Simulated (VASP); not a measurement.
# Hf (Im-3m) in VASP: a series of runs, part 2 of 3

VASP 6.6.1. The steps go on from the part before.

## Step 3: Relaxation of cell and atoms, revPBE+D3(BJ)

Input file INCAR:

```
SYSTEM = Hf
  ALGO = Normal
  EDIFF = 1E-6
  EDIFFG = -0.01
  ENCUT = 600
  GGA = RE
  IBRION = 2
  ISIF = 3
  ISMEAR = -1
  IVDW = 12
  LASPH = .TRUE.
  LCHARG = .FALSE.
  LREAL = .FALSE.
  LWAVE = .FALSE.
  NELM = 80
  NSW = 60
  PREC = Accurate
  SIGMA = 0.05
```

Input file KPOINTS:

```
k-points
0
G
  10 10 10
  0 0 0
```

Input file POSCAR:

```
Hf
1.0
   -1.8050000000      1.8050000000      1.8050000000
    1.8050000000     -1.8050000000      1.8050000000
    1.8050000000      1.8050000000     -1.8050000000
Hf
1
Direct
    0.0000000000      0.0000000000      0.0000000000
```

Potentials or basis: VASP PAW PBE potentials, release 64 (Hf_pv).

Launch:

```console
> cat potpaw_PBE.64/Hf_pv/POTCAR > POTCAR
> mpirun -np 1 vasp_std > vasp.out
```

OUTCAR:

```text
SYSTEM = Hf
   EDIFF = 1E-6
   EDIFFG = -0.01
   ENCUT = 600
   GGA = RE
   IBRION = 2
   ISIF = 3
   ISMEAR = -1
   IVDW = 12
   LASPH = .TRUE.
   LREAL = .FALSE.
   NELM = 80
   NSW = 60
   PREC = Accurate
 IVDW          = 12

 ion  position               nearest neighbor table
   1  0.000  0.000  0.000-

  LATTYP: Found a body centered cubic cell.
 ALAT       =     3.6100000000

  Lattice vectors:

 A1 = (  -1.8050000000,   1.8050000000,   1.8050000000)
 A2 = (   1.8050000000,  -1.8050000000,   1.8050000000)
 A3 = (   1.8050000000,   1.8050000000,  -1.8050000000)

Analysis of symmetry for initial positions (statically):
=====================================================================
 Subroutine PRICEL returns:
 Original cell was already a primitive cell.

 Routine SETGRP: Setting up the symmetry group for a
 body centered cubic supercell.

 Subroutine GETGRP returns: Found 48 space group operations
[... 9 lines left out ...]

 Routine SETGRP: Setting up the symmetry group for a
 body centered cubic supercell.

 Subroutine GETGRP returns: Found 48 space group operations
[... 11 lines left out ...]
                                     Primitive cell

  volume of cell :      23.5229

  direct lattice vectors                    reciprocal lattice vectors
    -1.805000000  1.805000000  1.805000000     0.000000000  0.277008310  0.277008310
     1.805000000 -1.805000000  1.805000000     0.277008310  0.000000000  0.277008310
     1.805000000  1.805000000 -1.805000000     0.277008310  0.277008310  0.000000000

  length of vectors
     3.126351708  3.126351708  3.126351708     0.391748909  0.391748909  0.391748909

  position of ions in fractional coordinates (direct lattice)
     0.000000000  0.000000000  0.000000000

  ion indices of the primitive-cell ions
   primitive index   ion index
                 1           1

----------------------------------------------------------------------------------------

 KPOINTS: k-points

Automatic generation of k-mesh.
 Grid dimensions read from file:
 generate k-points for:   10   10   10

 Generating k-lattice:

  Cartesian coordinates                     Fractional coordinates (reciprocal lattice)
     0.000000000  0.027700831  0.027700831     0.100000000  0.000000000  0.000000000
     0.027700831  0.000000000  0.027700831     0.000000000  0.100000000  0.000000000
     0.027700831  0.027700831  0.000000000     0.000000000  0.000000000  0.100000000

  Length of vectors
     0.039174891  0.039174891  0.039174891

  Shift w.r.t. Gamma in fractional coordinates (k-lattice)
     0.000000000  0.000000000  0.000000000

 Subroutine IBZKPT returns following result:
 ===========================================

 Found     47 irreducible k-points:

 Following reciprocal coordinates:
            Coordinates               Weight
  0.000000  0.000000  0.000000      1.000000
  0.100000  0.000000  0.000000     12.000000
  0.200000  0.000000  0.000000     12.000000
  0.300000  0.000000  0.000000     12.000000
  0.400000  0.000000  0.000000     12.000000
  0.500000  0.000000  0.000000      6.000000
[... 16 lines left out ...]
  0.300000  0.300000  0.100000      8.000000
 -0.300000  0.300000  0.100000     24.000000
 [... further k-points ...]
   k-points           NKPTS =     47   k-points in BZ     NKDIM =     47   number of bands    NBANDS=      9
   number of dos      NEDOS =    301   number of ions     NIONS =      1
   total plane-waves  NPLWV =  21952
   dimension x,y,z NGX =    28 NGY =   28 NGZ =   28
   dimension x,y,z NGXF=    56 NGYF=   56 NGZF=   56
   ions per type =               1
   NGX,Y,Z   is equivalent  to a cutoff of  14.89, 14.89, 14.89 a.u.
   NGXF,Y,Z  is equivalent  to a cutoff of  29.78, 29.78, 29.78 a.u.
 SYSTEM =  Hf
   PREC   = accura    normal or accurate (medium, high low for compatibility)
   ISTART =      0    job   : 0-new  1-cont  2-samecut
   ICHARG =      2    charge: 1-file 2-atom 10-const
   ISPIN  =      1    spin polarized calculation?
   LNONCOLLINEAR =      F non collinear calculations
   LSORBIT =      F    spin-orbit coupling
   LASPH  =      T    aspherical Exc in radial PAW
   ENCUT  =  600.0 eV  44.10 Ry    6.64 a.u.   6.24  6.24  6.24*2*pi/ulx,y,z
   NELM   =     80;   NELMIN=  2; NELMDL= -5     # of ELM steps
   EDIFF  = 0.1E-05   stopping-criterion for ELM
   LREAL  =      F    real-space projection
   EDIFFG = -.1E-01   stopping-criterion for IOM
   NSW    =     60    number of steps for IOM
   IBRION =      2    ionic relax: 0-MD 1-quasi-New 2-CG
   NFREE  =      1    steps in history (QN), initial steepest desc. (CG)
   ISIF   =      3    stress and relaxation
   ISYM   =      2    0-nonsym 1-usesym 2-fastsym
   POTIM  = 0.5000    time-step for ionic-motion
   TEBEG  =    0.0;   TEEND  =   0.0 temperature during run
   PSTRESS=    0.0 pullay stress
   NELECT =      10.0000    total number of electrons
   NUPDOWN=      -1.0000    fix difference up-down
   EMIN   =  10.00;   EMAX   =-10.00  energy-range for DOS
   EFERMI =   0.00;   METHOD = LEGACY
   ISMEAR =    -1;   SIGMA  =   0.05  broadening in eV -4-tet -1-fermi 0-gaus
   EFERMI_NEDOS =   21; number of points for ismear=-14 and -15
   IALGO  =     38    algorithm
   IMIX   =      4    mixing-type and parameters
     AMIX     =   0.40;   BMIX     =  1.00
     AMIX_MAG =   1.60;   BMIX_MAG =  1.00
  volume/ion in A,a.u.               =      23.52       158.74
  Fermi-wavevector in a.u.,A,eV,Ry     =   1.230961  2.326179 20.616432  1.515265
  Thomas-Fermi vector in A             =   2.365789
   LORBIT       =      0    0 simple, 1 ext, 2 COOP (PROOUT), +10 PAW based schemes
   GGA     = RE    functional components
   LHFCALC =     F    Hartree Fock is set to
   AEXX    =    0.0000 exact exchange contribution
   IVDW    =    12    specifies the selected vdW correction
   LEPSILON=     F    determine dielectric tensor
   LRPA    =     F    only Hartree local field effects (RPA)
 conjugate gradient relaxation of ions
 non-spin polarized calculation
  energy-cutoff  :      600.00
  volume of cell :       23.52
 maximum number of plane-waves:       802
 NGX is ok and might be reduce to    28
   NGX = 13   NGY = 13   NGZ = 13

--------------------------------------- Ionic step        1  -------------------------------------------

 number of electron      10.0000000 magnetization

 number of electron       9.9999999 magnetization

 Free energy of the ion-electron system (eV)
  ---------------------------------------------------
  ext. energy  EPLUGINS =         0.00000000
  ---------------------------------------------------
  free energy    TOTEN  =        -9.40178549 eV

  energy without entropy =       -9.38634819  energy(sigma->0) =       -9.39406684

------------------------ aborting loop because EDIFF is reached ----------------------------------------

 Edisp (eV)   -0.74654

 E8    (eV) :    -0.5693

  FORCE on cell =-STRESS in cart. coord.  units (eV):
  Direction    XX          YY          ZZ          XY          YZ          ZX
  --------------------------------------------------------------------------------------
  -------------------------------------------------------------------------------------
  Total      -1.26785    -1.26785    -1.26785     0.00000     0.00000    -0.00000
  in kB     -86.35479   -86.35479   -86.35479     0.00000     0.00000    -0.00000
  external pressure =      -86.35 kB  Pullay stress =        0.00 kB
[... 98 lines left out ...]
  energy  without entropy=      -10.1960033438  energy(sigma->0) =      -10.20270291

--------------------------------------- Ionic step        4  -------------------------------------------

 number of electron      10.0000000 magnetization

 Free energy of the ion-electron system (eV)
  ---------------------------------------------------
  ext. energy  EPLUGINS =         0.00000000
  ---------------------------------------------------
  free energy    TOTEN  =        -9.38540595 eV

  energy without entropy =       -9.37201739  energy(sigma->0) =       -9.37871167

 E-fermi :   4.9699     XC(G=0): -11.4429

 val. band max:        4.9316642033   @ k =  -0.4000   0.4000   0.1000
 cond. band min:       4.9955088001   @ k =   0.3000   0.2000  -0.0000
 fundamental gap:      0.0638445968
 Fermi energy:         4.9698758344

 k-point     1 :       0.0000    0.0000    0.0000
  band No.  band energies     occupation
      1     -24.7363      2.00000
      2     -24.7363      2.00000
      3     -24.7363      2.00000
      4      -2.2264      2.00000
      5       6.5370      0.00000
      6       6.5370      0.00000
      7       6.5370      0.00000
      8       9.4413      0.00000
      9       9.4413      0.00000
[... 265 lines left out ...]
 k-point    24 :      -0.3000    0.3000    0.1000
  band No.  band energies     occupation
      1     -25.3570      2.00000
      2     -24.9705      2.00000
      3     -24.8109      2.00000
      4       0.8146      2.00000
      5       5.1476      0.05559
      6       5.3603      0.00081
      7       8.0466      0.00000
      8       9.6280      0.00000
      9      10.3326      0.00000

 [... further k-points ...]

------------------------ aborting loop because EDIFF is reached ----------------------------------------

 Edisp (eV)   -0.82401

 E8    (eV) :    -0.6287

  FORCE on cell =-STRESS in cart. coord.  units (eV):
  Direction    XX          YY          ZZ          XY          YZ          ZX
  --------------------------------------------------------------------------------------
  -------------------------------------------------------------------------------------
  Total       0.00484     0.00484     0.00484    -0.00000    -0.00000     0.00000
  in kB       0.36208     0.36208     0.36208    -0.00000    -0.00000     0.00000
  external pressure =        0.36 kB  Pullay stress =        0.00 kB
[... 16 lines left out ...]
  FREE ENERGIE OF THE ION-ELECTRON SYSTEM (eV)
  ---------------------------------------------------
  free  energy   TOTEN  =       -10.2094173715 eV

  energy  without entropy=      -10.1960288148  energy(sigma->0) =      -10.20272309

 reached required accuracy - stopping structural energy minimisation
```

OSZICAR:

```text
N       E                     dE             d eps       ncg     rms          rms(c)
DAV:   1     0.818901446270E+01    0.81890E+01   -0.65777E+03   846   0.115E+03
DAV:   2    -0.941899012294E+01   -0.17608E+02   -0.17060E+02  1258   0.140E+02
DAV:   3    -0.976107475275E+01   -0.34208E+00   -0.33757E+00  1033   0.141E+01
DAV:   4    -0.976286747974E+01   -0.17927E-02   -0.17916E-02   985   0.105E+00
[... 28 lines left out ...]
       N       E                     dE             d eps       ncg     rms          rms(c)
DAV:   1    -0.938556014340E+01    0.14413E-02   -0.40100E-03   847   0.590E-01    0.114E-01
DAV:   2    -0.938544041964E+01    0.11972E-03   -0.16120E-04   852   0.122E-01    0.423E-02
DAV:   3    -0.938540570281E+01    0.34717E-04   -0.10993E-04   874   0.881E-02    0.181E-02
DAV:   4    -0.938540594855E+01   -0.24574E-06   -0.93753E-07   682   0.106E-02
   4 F= -.10209417E+02 E0= -.10202723E+02  d E =-.610962E-01
```

CONTCAR:

```text
Hf
   1.00000000000000
    -1.7489578080391348    1.7489578080391348    1.7489578080391348
     1.7489578080391348   -1.7489578080391348    1.7489578080391348
     1.7489578080391348    1.7489578080391348   -1.7489578080391348
  Hf
     1
Direct
     0.0000000000000000    0.0000000000000000    0.0000000000000000

  0.00000000E+00  0.00000000E+00  0.00000000E+00
```

Run time: 33 s. Hardware: 1 thread of Intel Xeon Platinum 8375C at 2.90GHz (Ice Lake), shared host; peak memory 0.18 GiB.

Results:

```yaml
Free_energy: -10.2094 eV
Relaxed_volume: 21.40 Å³/atom
Relaxed_cell: a = 3.029 Å, b = 3.029 Å, c = 3.029 Å, α = 109.47°, β = 109.47°, γ = 109.47°
Space_group_after_relaxing_to_0.05_Å: Im-3m (No. 229)
Energy_gained_by_relaxing: 61.1 meV/atom
Ionic_steps: 4
Pressure_after_relaxing: 0.0 GPa
Band_gap_on_the_k_mesh: zero (band 5 reaches 6.54 eV, above the bottom of band 6 at 4.16 eV)
Dispersion_energy_per_atom: -0.824 eV
```

Step by step:
| step | energy change (eV) | largest force (eV/Å) | pressure (GPa) | volume (Å³) |
| --- | --- | --- | --- | --- |
| 1 | 0.0000 | 0.0000 | -8.64 | 23.52 |
| 2 | 0.0043 | 0.0000 | 11.40 | 19.47 |
| 3 | -0.0611 | 0.0000 | -0.16 | 21.44 |
| 4 | -0.0611 | 0.0000 | 0.04 | 21.40 |

Final structure:
```
Hf
1.0
    -1.74896    1.74896    1.74896
     1.74896   -1.74896    1.74896
     1.74896    1.74896   -1.74896
Hf
1
Direct
  0.00000 0.00000 0.00000
```

Levels at points of the mesh, in eV from the Fermi level:
```csv
k point,band 2,band 3,band 4,band 5,band 6,band 7,band 8,band 9
"(0.00, 0.00, 0.00)",-29.71,-29.71,-7.20,1.57,1.57,1.57,4.47,4.47
"(0.50, 0.00, 0.00)",-30.01,-29.71,-3.52,-0.57,1.20,4.33,5.38,8.00
"(0.50, 0.50, 0.50)",-30.36,-30.36,-2.78,-2.78,7.12,7.12,7.12,7.56
```

Caveat: the PAW data sets were made with another functional, which shifts forces and pressure a little; spin-orbit coupling is left out, which moves the levels of the heavy elements; pairwise dispersion overbinds metals, which lowers pressure and volume.

(Part 2 of 3 ends here.)
